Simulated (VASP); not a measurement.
# SnTe in VASP: settings compared, part 2 of 2

VASP 6.6.1.

## Step 5: Single point, PBE

Input file INCAR:

```
SYSTEM = SnTe
PREC = Accurate
ENCUT = 520
EDIFF = 1E-6
ISMEAR = -1
SIGMA = 0.05
LREAL = .False.
LASPH = .True.
NELM = 100
ALGO = Normal
ISIF = 2
LWAVE = .False.
LCHARG = .True.
GGA = PE
LELF = .True.
LVHAR = .True.
NBANDS = 17
```

Input file KPOINTS:

```
regular mesh
0
Gamma
  6 6 6
  0 0 0
```

Input file POSCAR:

```
SnTe
1.0
   -0.0315085000      3.1508500000      3.1508500000
    3.1508500000     -0.0315085000      3.1508500000
    3.1193415000      3.1193415000      0.0000000000
Te Sn
1 1
Direct
    0.5000000000      0.5000000000      0.5000000000
    0.0000000000      0.0000000000      0.0000000000
```

Potentials or basis: VASP PAW PBE potentials, release 64 (Te, Sn_d).

On the command line:

```bash
> cat potpaw_PBE.64/Te/POTCAR potpaw_PBE.64/Sn_d/POTCAR > POTCAR
> mpirun -np 1 vasp_std > vasp.out
```

OUTCAR:

```text
SYSTEM = SnTe
   PREC = Accurate
   ENCUT = 520
   EDIFF = 1E-6
   ISMEAR = -1
   LREAL = .False.
   LASPH = .True.
   NELM = 100
   ISIF = 2
   GGA = PE

 ion  position               nearest neighbor table
   1  0.500  0.500  0.500-   2 3.15   2 3.15   2 3.15   2 3.15   2 3.15   2 3.15
   2  0.000  0.000  0.000-   1 3.15   1 3.15   1 3.15   1 3.15   1 3.15   1 3.15

  LATTYP: Found a body centered orthorhombic cell.
 ALAT       =     4.4114150550
 B/A-ratio  =     1.0202020202
[... 671 lines left out ...]
------------------------ aborting loop because EDIFF is reached ----------------------------------------

  FORCE on cell =-STRESS in cart. coord.  units (eV):
  Direction    XX          YY          ZZ          XY          YZ          ZX
  --------------------------------------------------------------------------------------
  -------------------------------------------------------------------------------------
  Total        0.8795918      0.8795918      0.8744312      0.0623699      0.0000000      0.0000000
  in kB       22.5279681     22.5279681     22.3957946      1.5974091      0.0000000      0.0000000
  external PRESSURE =      22.4839103 kB  Pullay stress =       0.0000000 kB

 VOLUME and BASIS-vectors are now :
 -----------------------------------------------------------------------------
  energy-cutoff  :      520.00
  volume of cell :       62.56
      direct lattice vectors                 reciprocal lattice vectors
    -0.031508500  3.150850000  3.150850000    -0.157116177  0.157116177  0.158687338
     3.150850000 -0.031508500  3.150850000     0.157116177 -0.157116177  0.158687338
     3.119341500  3.119341500  0.000000000     0.160290241  0.160290241 -0.158687338

 POSITION                                       TOTAL-FORCE (eV/Angst)
 -----------------------------------------------------------------------------------
      3.11934      3.11934      3.15085         0.000000     -0.000000      0.000000
      0.00000      0.00000      0.00000        -0.000000      0.000000      0.000000
 -----------------------------------------------------------------------------------
    total drift:                               -0.000000      0.000000      0.000000

  FREE ENERGIE OF THE ION-ELECTRON SYSTEM (eV)
  ---------------------------------------------------
  free  energy   TOTEN  =        -7.5428870561 eV

  energy  without entropy=       -7.5409044034  energy(sigma->0) =       -7.54189573
```

OSZICAR:

```text
N       E                     dE             d eps       ncg     rms          rms(c)
DAV:   1     0.130365523957E+03    0.13037E+03   -0.95698E+03  1581   0.137E+03
DAV:   2     0.474758567430E+01   -0.12562E+03   -0.12211E+03  1709   0.344E+02
DAV:   3    -0.723761137838E+01   -0.11985E+02   -0.11916E+02  1931   0.916E+01
DAV:   4    -0.758067160939E+01   -0.34306E+00   -0.34282E+00  1875   0.161E+01
DAV:   5    -0.759398708391E+01   -0.13315E-01   -0.13315E-01  2276   0.312E+00    0.500E+00
DAV:   6    -0.754159999838E+01    0.52387E-01   -0.11843E-01  2069   0.232E+00    0.317E+00
DAV:   7    -0.754285948102E+01   -0.12595E-02   -0.54735E-02  1921   0.116E+00    0.768E-01
DAV:   8    -0.754275698211E+01    0.10250E-03   -0.79524E-03  2001   0.708E-01    0.199E-01
DAV:   9    -0.754291259920E+01   -0.15562E-03   -0.69251E-04  2095   0.260E-01    0.432E-02
DAV:  10    -0.754288357648E+01    0.29023E-04   -0.13974E-04  2129   0.107E-01    0.163E-02
DAV:  11    -0.754288738591E+01   -0.38094E-05   -0.42785E-05  1990   0.536E-02    0.239E-02
DAV:  12    -0.754288705607E+01    0.32984E-06   -0.34492E-06  1893   0.166E-02
   1 F= -.75428871E+01 E0= -.75418957E+01  d E =-.198265E-02
```

Wall time 1.9 min (1 thread of Intel Xeon 8259CL, shared host); peak memory 0.23 GiB.

What came out:

```yaml
Free_energy: -7.5429 eV
Pressure: 2.2 GPa
Band_gap_on_the_k_mesh: zero (filled and empty bands overlap)
```

Stress tensor (GPa, compression positive):
```
2.25 0.16 0.00
0.16 2.25 0.00
0.00 0.00 2.24
```

Levels at points of the mesh, in eV from the Fermi level:
```tsv
k point	band 7	band 8	band 9	band 10	band 11	band 12	band 13	band 14
(0.00, 0.00, 0.00)	-4.73	-2.29	-2.20	-2.10	3.27	3.30	3.33	4.58
(0.50, 0.00, 0.00)	-8.42	-1.85	-1.80	0.00	0.11	0.34	0.39	7.68
(0.50, 0.50, 0.00)	-6.53	-5.63	-3.90	-3.69	2.12	4.84	4.91	6.34
(0.00, 0.00, 0.50)	-8.36	-1.92	-1.87	-0.10	0.00	0.24	0.31	7.76
(0.50, 0.00, 0.50)	-6.52	-5.63	-3.80	-3.80	2.12	4.86	4.87	6.33
```

Caveat: semilocal functionals underestimate gaps, so a narrow gap can read as zero; spin-orbit coupling is left out, which moves the levels of the heavy elements.

## Step 6: Single point, PBE

Input file INCAR:

```
SYSTEM = SnTe
PREC = Accurate
ENCUT = 520
EDIFF = 1E-7
ISMEAR = -1
SIGMA = 0.05
LREAL = .False.
LASPH = .True.
NELM = 80
ALGO = Normal
ISIF = 2
LWAVE = .False.
LCHARG = .False.
GGA = PE
NBANDS = 17
```

Input file KPOINTS:

```
Automatic mesh
0
Gamma
  6 6 6
  0 0 0
```

Input file POSCAR:

```
SnTe
1.0
   -0.0157542500      3.1508500000      3.1508500000
    3.1508500000     -0.0157542500      3.1508500000
    3.1350957500      3.1350957500      0.0000000000
Te Sn
1 1
Direct
    0.5000000000      0.5000000000      0.5000000000
    0.0000000000      0.0000000000      0.0000000000
```

Potentials or basis: VASP PAW PBE potentials, release 64 (Te, Sn_d).

On the command line:

```bash
> cat potpaw_PBE.64/Te/POTCAR potpaw_PBE.64/Sn_d/POTCAR > POTCAR
> mpirun -np 1 vasp_std > vasp.out
```

It took 2 min on 1 thread of Intel Xeon 8259CL, shared host; peak memory 0.23 GiB.

The run converged. Its results:

```yaml
Free_energy: -7.5434 eV
Pressure: 2.3 GPa
Band_gap_on_the_k_mesh: 0.04 eV (least direct gap 0.10 eV)
```

Stress tensor (GPa, compression positive):
```
2.27 0.07 0.00
0.07 2.27 0.00
0.00 0.00 2.27
```

Levels at points of the mesh, in eV from the valence-band top:
```
           k point  band 6  band 7  band 8  band 9  band 10  band 11  band 12  band 13  band 14  band 15
(0.00, 0.00, 0.00)  -12.84   -4.71   -2.22   -2.18    -2.13     3.30     3.31     3.33     4.65     4.72
(0.50, 0.00, 0.00)  -11.56   -8.39   -1.84   -1.81     0.00     0.10     0.34     0.37     7.72     8.63
(0.50, 0.50, 0.00)  -11.25   -6.51   -5.61   -3.83    -3.73     2.14     4.87     4.91     6.36     8.96
(0.00, 0.00, 0.50)  -11.55   -8.36   -1.87   -1.85    -0.05     0.04     0.29     0.33     7.76     8.71
(0.50, 0.00, 0.50)  -11.25   -6.51   -5.61   -3.78    -3.78     2.14     4.89     4.89     6.35     8.96
```

Caveat: spin-orbit coupling is left out, which moves the levels of the heavy elements.

## Step 7: Summary

```tsv
level	cell	k mesh	smearing	gap on the mesh (eV)	pressure (GPa)
PBE	a = 4.456 Å, angles 60.0°, 2 atoms	5 × 5 × 5	fermi-dirac 0.06 eV	-	2.2
revPBE+D3(BJ)	a = 4.432 Å, angles 60.0°, 2 atoms	7 × 7 × 7	fermi-dirac 0.05 eV	-	0.0
PBE+D3(BJ)	a = 4.460 Å, angles 60.0°, 2 atoms	7 × 7 × 7	fermi-dirac 0.05 eV	-	-0.1
PBE	a = 4.456, b = 4.456, c = 4.411 Å, angles 60.3, 60.3, 60.7°, 2 atoms	6 × 6 × 6	fermi-dirac 0.05 eV	none	2.2
PBE	a = 4.456, b = 4.456, c = 4.434 Å, angles 60.2, 60.2, 60.3°, 2 atoms	6 × 6 × 6	fermi-dirac 0.05 eV	0.04	2.3
```

Alike in all rows: task single point; potentials or basis VASP PAW PBE potentials, release 64 (Te, Sn_d); no spin polarisation; cutoff (eV) 520.

Caveats: spin-orbit coupling is left out, which moves the levels of the heavy elements; the PAW data sets were made with another functional, which shifts forces and pressure a little (at least some runs); semilocal functionals underestimate gaps, so a narrow gap can read as zero (at least some runs).

Total energies depend on the potentials used, so only differences within one code and one set of settings carry meaning.
